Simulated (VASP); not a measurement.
# Pb in VASP: further runs

The runs below take Pb through single point, with LDA.

All numbers are computed with VASP 6.6.1; they aren't measurements. Logs are shortened: lines on timing, memory, paths and dates and some standing lists are left out, and cuts for length are marked.

### Step 1. The cell of the first run

It takes space group Im-3m (No. 229, cubic). The conventional cell has a = 3.761 Å, b = 3.761 Å, c = 3.761 Å, α = 90.00°, β = 90.00°, γ = 90.00°. Within 4.3 Å of Pb (site symmetry m-3m) lie 14 Pb at 3.26 to 3.76 Å.

This isn't the form of Pb at room conditions, which is fcc.

### Step 2. Single point, LDA (strain -0.050 along x and y, -0.050 along z)

The input, INCAR:

```
SYSTEM = Pb
ALGO = Normal
EDIFF = 1E-7
ENCUT = 520
GGA = CA
ISIF = 2
ISMEAR = 0
LASPH = .TRUE.
LCHARG = .FALSE.
LREAL = .FALSE.
LWAVE = .FALSE.
NBANDS = 13
NELM = 100
PREC = Accurate
SIGMA = 0.15
```

The input, KPOINTS:

```
k-points
0
G
  18 18 18
  0 0 0
```

The input, POSCAR:

```
Pb
1.0
   -1.8806765884      1.8806765884      1.8806765884
    1.8806765884     -1.8806765884      1.8806765884
    1.8806765884      1.8806765884     -1.8806765884
Pb
1
Direct
    0.0000000000      0.0000000000      0.0000000000
```

Potentials or basis: VASP PAW LDA potentials, release 64 (Pb_d).

The run is started by

```
$ cat potpaw_LDA.64/Pb_d/POTCAR > POTCAR
$ mpirun -np 1 vasp_std > vasp.out
```

OUTCAR:

```text
SYSTEM = Pb
   EDIFF = 1E-7
   ENCUT = 520
   GGA = CA
   ISIF = 2
   ISMEAR = 0
   LASPH = .TRUE.
   LREAL = .FALSE.
   NELM = 100
   PREC = Accurate

 ion  position               nearest neighbor table
   1  0.000  0.000  0.000-

  LATTYP: Found a body centered cubic cell.
 ALAT       =     3.7613531768

  Lattice vectors:

 A1 = (  -1.8806765884,   1.8806765884,   1.8806765884)
 A2 = (   1.8806765884,  -1.8806765884,   1.8806765884)
 A3 = (   1.8806765884,   1.8806765884,  -1.8806765884)

Analysis of symmetry for initial positions (statically):
=====================================================================
 Subroutine PRICEL returns:
 Original cell was already a primitive cell.

 Routine SETGRP: Setting up the symmetry group for a
 body centered cubic supercell.

 Subroutine GETGRP returns: Found 48 space group operations
 (whereof 48 operations were pure point group operations)
 out of a pool of 48 trial point group operations.

The static configuration has the point symmetry O_h .

Analysis of symmetry for dynamics (positions and initial velocities):
=====================================================================
 Subroutine PRICEL returns:
 Original cell was already a primitive cell.

 Routine SETGRP: Setting up the symmetry group for a
 body centered cubic supercell.

 Subroutine GETGRP returns: Found 48 space group operations
 (whereof 48 operations were pure point group operations)
 out of a pool of 48 trial point group operations.

The dynamic configuration has the point symmetry O_h .

 Subroutine INISYM returns: Found 48 space group operations
 (whereof 48 operations are pure point group operations),
 and found     1 'primitive' translations

----------------------------------------------------------------------------------------

                                     Primitive cell

  volume of cell :      26.6074

  direct lattice vectors                    reciprocal lattice vectors
    -1.880676588  1.880676588  1.880676588     0.000000000  0.265861766  0.265861766
     1.880676588 -1.880676588  1.880676588     0.265861766  0.000000000  0.265861766
     1.880676588  1.880676588 -1.880676588     0.265861766  0.265861766  0.000000000

  length of vectors
     3.257427404  3.257427404  3.257427404     0.375985316  0.375985316  0.375985316

  position of ions in fractional coordinates (direct lattice)
     0.000000000  0.000000000  0.000000000

  ion indices of the primitive-cell ions
   primitive index   ion index
                 1           1

----------------------------------------------------------------------------------------

 KPOINTS: k-points

Automatic generation of k-mesh.
 Grid dimensions read from file:
 generate k-points for:   18   18   18

 Generating k-lattice:

  Cartesian coordinates                     Fractional coordinates (reciprocal lattice)
     0.000000000  0.014770098  0.014770098     0.055555556  0.000000000  0.000000000
     0.014770098  0.000000000  0.014770098     0.000000000  0.055555556  0.000000000
     0.014770098  0.014770098  0.000000000     0.000000000  0.000000000  0.055555556

  Length of vectors
     0.020888073  0.020888073  0.020888073

  Shift w.r.t. Gamma in fractional coordinates (k-lattice)
     0.000000000  0.000000000  0.000000000

 Subroutine IBZKPT returns following result:
 ===========================================

 Found    195 irreducible k-points:

 Following reciprocal coordinates:
            Coordinates               Weight
  0.000000  0.000000  0.000000      1.000000
  0.055556  0.000000  0.000000     12.000000
  0.111111  0.000000  0.000000     12.000000
  0.166667  0.000000  0.000000     12.000000
  0.222222  0.000000  0.000000     12.000000
  0.277778  0.000000  0.000000     12.000000
[... 16 lines left out ...]
  0.333333  0.111111  0.000000     48.000000
  0.388889  0.111111  0.000000     48.000000
 [... further k-points ...]
   k-points           NKPTS =    195   k-points in BZ     NKDIM =    195   number of bands    NBANDS=     13
   number of dos      NEDOS =    301   number of ions     NIONS =      1
   total plane-waves  NPLWV =  13824
   dimension x,y,z NGX =    24 NGY =   24 NGZ =   24
   dimension x,y,z NGXF=    48 NGYF=   48 NGZF=   48
   ions per type =               1
   NGX,Y,Z   is equivalent  to a cutoff of  12.25, 12.25, 12.25 a.u.
   NGXF,Y,Z  is equivalent  to a cutoff of  24.50, 24.50, 24.50 a.u.
 SYSTEM =  Pb
   PREC   = accura    normal or accurate (medium, high low for compatibility)
   ISTART =      0    job   : 0-new  1-cont  2-samecut
   ICHARG =      2    charge: 1-file 2-atom 10-const
   ISPIN  =      1    spin polarized calculation?
   LNONCOLLINEAR =      F non collinear calculations
   LSORBIT =      F    spin-orbit coupling
   LASPH  =      T    aspherical Exc in radial PAW
   ENCUT  =  520.0 eV  38.22 Ry    6.18 a.u.   6.06  6.06  6.06*2*pi/ulx,y,z
   NELM   =    100;   NELMIN=  2; NELMDL= -5     # of ELM steps
   EDIFF  = 0.1E-06   stopping-criterion for ELM
   LREAL  =      F    real-space projection
   EDIFFG = 0.1E-05   stopping-criterion for IOM
   NSW    =      0    number of steps for IOM
   IBRION =     -1    ionic relax: 0-MD 1-quasi-New 2-CG
   NFREE  =      0    steps in history (QN), initial steepest desc. (CG)
   ISIF   =      2    stress and relaxation
   ISYM   =      2    0-nonsym 1-usesym 2-fastsym
   POTIM  = 0.5000    time-step for ionic-motion
   TEBEG  =    0.0;   TEEND  =   0.0 temperature during run
   PSTRESS=    0.0 pullay stress
   NELECT =      14.0000    total number of electrons
   NUPDOWN=      -1.0000    fix difference up-down
   EMIN   =  10.00;   EMAX   =-10.00  energy-range for DOS
   EFERMI =   0.00;   METHOD = LEGACY
   ISMEAR =     0;   SIGMA  =   0.15  broadening in eV -4-tet -1-fermi 0-gaus
   EFERMI_NEDOS =   21; number of points for ismear=-14 and -15
   IALGO  =     38    algorithm
   IMIX   =      4    mixing-type and parameters
     AMIX     =   0.40;   BMIX     =  1.00
     AMIX_MAG =   1.60;   BMIX_MAG =  1.00
  volume/ion in A,a.u.               =      26.61       179.56
  Fermi-wavevector in a.u.,A,eV,Ry     =   1.321651  2.497558 23.766124  1.746761
  Thomas-Fermi vector in A             =   2.451389
   LORBIT       =      0    0 simple, 1 ext, 2 COOP (PROOUT), +10 PAW based schemes
   GGA     = CA    functional components
   LHFCALC =     F    Hartree Fock is set to
   AEXX    =    0.0000 exact exchange contribution
   IVDW    =     0    specifies the selected vdW correction
   LEPSILON=     F    determine dielectric tensor
   LRPA    =     F    only Hartree local field effects (RPA)
 non-spin polarized calculation
 Gauss-broadening in eV      SIGMA  =   0.15
  energy-cutoff  :      520.00
  volume of cell :       26.61
 maximum number of plane-waves:       728
   NGX = 13   NGY = 13   NGZ = 13

 number of electron      13.9999995 magnetization

 Free energy of the ion-electron system (eV)
  ---------------------------------------------------
  ext. energy  EPLUGINS =         0.00000000
  ---------------------------------------------------
  free energy    TOTEN  =        -4.18214136 eV

  energy without entropy =       -4.17703276  energy(sigma->0) =       -4.17958706

 E-fermi :   8.5850     XC(G=0): -11.0989

 val. band max:        8.5727420457   @ k =  -0.4444  -0.4444   0.1667
 cond. band min:       8.5936055122   @ k =  -0.4444   0.5000   0.2778
 fundamental gap:      0.0208634665
 Fermi energy:         8.5850331094

 k-point     1 :       0.0000    0.0000    0.0000
  band No.  band energies     occupation
      1      -8.6380      2.00000
      2      -8.6380      2.00000
      3      -8.6380      2.00000
      4      -8.2889      2.00000
      5      -8.2889      2.00000
      6      -4.1494      2.00000
      7      17.3938      0.00000
      8      17.3938      0.00000
      9      17.3938      0.00000
     10      19.9018      0.00000
     11      19.9018      0.00000
     12      19.9018      0.00000
     13      22.7665      0.00000

 k-point     2 :       0.0556    0.0000    0.0000
  band No.  band energies     occupation
      1      -8.6420      2.00000
      2      -8.6337      2.00000
      3      -8.6219      2.00000
      4      -8.2933      2.00000
      5      -8.2891      2.00000
      6      -4.0778      2.00000
      7      16.6080      0.00000
      8      17.1205      0.00000
      9      17.2679      0.00000
     10      19.5234      0.00000
     11      19.7969      0.00000
     12      19.8499      0.00000
     13      23.0801      0.00000

 k-point     3 :       0.1111    0.0000    0.0000
  band No.  band energies     occupation
      1      -8.6534      2.00000
      2      -8.6227      2.00000
      3      -8.5753      2.00000
      4      -8.3054      2.00000
      5      -8.2899      2.00000
      6      -3.8619      2.00000
      7      14.8878      0.00000
      8      16.4458      0.00000
      9      16.8944      0.00000
     10      18.9454      0.00000
     11      19.5443      0.00000
     12      19.8633      0.00000
     13      23.2320      0.00000
[... 305 lines left out ...]
 k-point    23 :       0.3333    0.1111    0.0000
  band No.  band energies     occupation
      1      -8.7310      2.00000
      2      -8.6234      2.00000
      3      -8.3305      2.00000
      4      -8.3052      2.00000
      5      -8.1626      2.00000
      6      -0.4953      2.00000
      7       5.9019      2.00000
      8      11.3405      0.00000
      9      13.7946      0.00000
     10      18.1150      0.00000
     11      20.1683      0.00000
     12      21.6375      0.00000
     13      24.4370      0.00000

 k-point    24 :       0.3889    0.1111    0.0000
  band No.  band energies     occupation
      1      -8.7409      2.00000
      2      -8.6348      2.00000
      3      -8.3197      2.00000
      4      -8.3076      2.00000
      5      -8.1194      2.00000
      6       0.3281      2.00000
      7       4.6813      2.00000
      8      11.0547      0.00000
      9      13.5858      0.00000
     10      18.0048      0.00000
     11      20.0614      0.00000
     12      22.4101      0.00000
     13      23.9080      0.00000

 [... further k-points ...]

------------------------ aborting loop because EDIFF is reached ----------------------------------------

  FORCE on cell =-STRESS in cart. coord.  units (eV):
  Direction    XX          YY          ZZ          XY          YZ          ZX
  --------------------------------------------------------------------------------------
  -------------------------------------------------------------------------------------
  Total        0.8848322      0.8848322      0.8848322      0.0000000     -0.0000000      0.0000000
  in kB       53.2806057     53.2806057     53.2806057      0.0000000     -0.0000000      0.0000000
  external PRESSURE =      53.2806057 kB  Pullay stress =       0.0000000 kB

 VOLUME and BASIS-vectors are now :
 -----------------------------------------------------------------------------
  energy-cutoff  :      520.00
  volume of cell :       26.61
      direct lattice vectors                 reciprocal lattice vectors
    -1.880676588  1.880676588  1.880676588     0.000000000  0.265861766  0.265861766
     1.880676588 -1.880676588  1.880676588     0.265861766  0.000000000  0.265861766
     1.880676588  1.880676588 -1.880676588     0.265861766  0.265861766  0.000000000

 POSITION                                       TOTAL-FORCE (eV/Angst)
 -----------------------------------------------------------------------------------
      0.00000      0.00000      0.00000        -0.000000      0.000000      0.000000
 -----------------------------------------------------------------------------------
    total drift:                                0.000000      0.000000      0.000000

  FREE ENERGIE OF THE ION-ELECTRON SYSTEM (eV)
  ---------------------------------------------------
  free  energy   TOTEN  =        -4.1821413584 eV

  energy  without entropy=       -4.1770327646  energy(sigma->0) =       -4.17958706
```

It took 14 s on 1 thread of Intel Xeon 6975P-C (Granite Rapids), shared host; peak memory 0.17 GiB.

What came out:

```
Free energy            : -4.1821 eV
Pressure               : 5.3 GPa
Band gap on the k mesh : zero (bands 7 and 8 overlap by 11.23 eV)
```

Caveat: the cell differs from its parent crystal (strain -0.050 along x and y, -0.050 along z); the cell stands under pressure; spin-orbit coupling is left out, which moves the levels of the heavy elements.

### Step 3. Single point, LDA (strain +0.050 along x and y, +0.050 along z)

The input, INCAR:

```
SYSTEM = Pb
PREC = Accurate
ENCUT = 520
EDIFF = 1E-6
ISMEAR = 0
SIGMA = 0.15
LREAL = .False.
LASPH = .True.
NELM = 60
ALGO = Fast
ISIF = 2
LWAVE = .False.
LCHARG = .False.
GGA = CA
NBANDS = 13
```

The input, KPOINTS:

```
Automatic mesh
0
Gamma
  18 18 18
  0 0 0
```

The input, POSCAR:

```
Pb
1.0
   -2.0786425450      2.0786425450      2.0786425450
    2.0786425450     -2.0786425450      2.0786425450
    2.0786425450      2.0786425450     -2.0786425450
Pb
1
Direct
    0.0000000000      0.0000000000      0.0000000000
```

Potentials or basis: VASP PAW LDA potentials, release 64 (Pb_d).

The run is started by

```
$ cat potpaw_LDA.64/Pb_d/POTCAR > POTCAR
$ mpirun -np 1 vasp_std > vasp.out
```

It took 37 s on 1 thread of Intel Xeon 6975P-C (Granite Rapids), shared host; peak memory 0.19 GiB.

The run converged. Its results:

```yaml
Free_energy: -4.0446 eV
Pressure: -6.6 GPa
Band_gap_on_the_k_mesh: zero (bands 7 and 8 overlap by 7.80 eV)
```

Levels at points of the mesh, in eV from the Fermi level:
```csv
k point,band 3,band 4,band 5,band 6,band 7,band 8,band 9,band 10,band 11,band 12
"(0.00, 0.00, 0.00)",-16.97,-16.82,-16.82,-10.73,6.18,6.18,6.18,9.60,10.87,10.87
"(0.50, 0.00, 0.00)",-16.83,-16.82,-16.73,-7.84,-3.29,2.91,4.55,6.76,8.29,12.70
"(0.50, 0.50, 0.50)",-16.75,-16.75,-16.75,-5.87,-0.23,-0.23,-0.23,4.50,4.50,15.71
```

Caveat: the cell differs from its parent crystal (strain +0.050 along x and y, +0.050 along z); the cell stands under tension; spin-orbit coupling is left out, which moves the levels of the heavy elements.

### Step 4. Single point, LDA (strain -0.050 along x and y, -0.025 along z)

The input, INCAR:

```
SYSTEM = Pb
  PREC = Accurate
  ENCUT = 520
  EDIFF = 1E-6
  ISMEAR = 0
  SIGMA = 0.15
  LREAL = .False.
  LASPH = .True.
  NELM = 80
  ALGO = Fast
  ISIF = 2
  LWAVE = .False.
  LCHARG = .False.
  GGA = CA
  NBANDS = 13
```

The input, KPOINTS:

```
regular mesh
0
Gamma
  18 18 18
  0 0 0
```

The input, POSCAR:

```
Pb
1.0
   -1.8806765884      1.8806765884      1.9301680775
    1.8806765884     -1.8806765884      1.9301680775
    1.8806765884      1.8806765884     -1.9301680775
Pb
1
Direct
    0.0000000000      0.0000000000      0.0000000000
```

The run is started by

```
$ cat potpaw_LDA.64/Pb_d/POTCAR > POTCAR
$ mpirun -np 1 vasp_std > vasp.out
```

Wall time 42 s (1 thread of Intel Xeon 6975P-C (Granite Rapids), shared host); peak memory 0.25 GiB.

Results (log left out):

```
Free energy            : -4.2026 eV
Pressure               : 3.5 GPa
Band gap on the k mesh : zero (bands 7 and 8 overlap by 10.75 eV)
```

Stress tensor (GPa, compression positive):
```
3.31 0.00 0.00
0.00 3.31 0.00
0.00 0.00 3.91
```

Levels at points of the mesh, in eV from the Fermi level:
| k point | band 3 | band 4 | band 5 | band 6 | band 7 | band 8 | band 9 | band 10 | band 11 | band 12 |
| --- | --- | --- | --- | --- | --- | --- | --- | --- | --- | --- |
| (0.00, 0.00, 0.00) | -17.16 | -16.86 | -16.84 | -12.52 | 8.44 | 8.60 | 8.60 | 11.09 | 11.44 | 11.44 |
| (0.50, 0.00, 0.00) | -16.89 | -16.85 | -16.65 | -8.00 | -4.59 | 3.88 | 5.62 | 8.46 | 9.69 | 14.35 |
| (0.50, 0.50, 0.00) | -16.85 | -16.85 | -16.64 | -7.85 | -4.52 | 3.54 | 5.17 | 8.04 | 9.29 | 15.39 |
| (0.50, 0.50, 0.50) | -16.71 | -16.69 | -16.69 | -4.69 | -0.84 | -0.34 | -0.34 | 4.69 | 4.96 | 16.90 |

Caveat: the cell differs from its parent crystal (strain -0.050 along x and y, -0.025 along z); the cell stands under pressure; spin-orbit coupling is left out, which moves the levels of the heavy elements.

### Step 5. The runs side by side

| cell | gap on the mesh (eV) | pressure (GPa) |
| --- | --- | --- |
| a = 3.257 Å, angles 109.5°, 1 atom | none | 5.3 |
| a = 3.600 Å, angles 109.5°, 1 atom | none | -6.6 |
| a = 3.286 Å, angles 110.2, 110.2, 108.1°, 1 atom | none | 3.5 |

Alike in all rows: task single point; level LDA; potentials or basis VASP PAW LDA potentials, release 64 (Pb_d); no spin polarisation; k mesh 18 × 18 × 18; cutoff (eV) 520; smearing gaussian 0.15 eV.

Caveats: spin-orbit coupling is left out, which moves the levels of the heavy elements; the cell stands under pressure (at least some runs); the cell stands under tension (at least some runs).

Total energies depend on the potentials used, so only differences within one code and one set of settings carry meaning.

The gap in the log of VASP goes by the Fermi energy; the results here count the filled bands.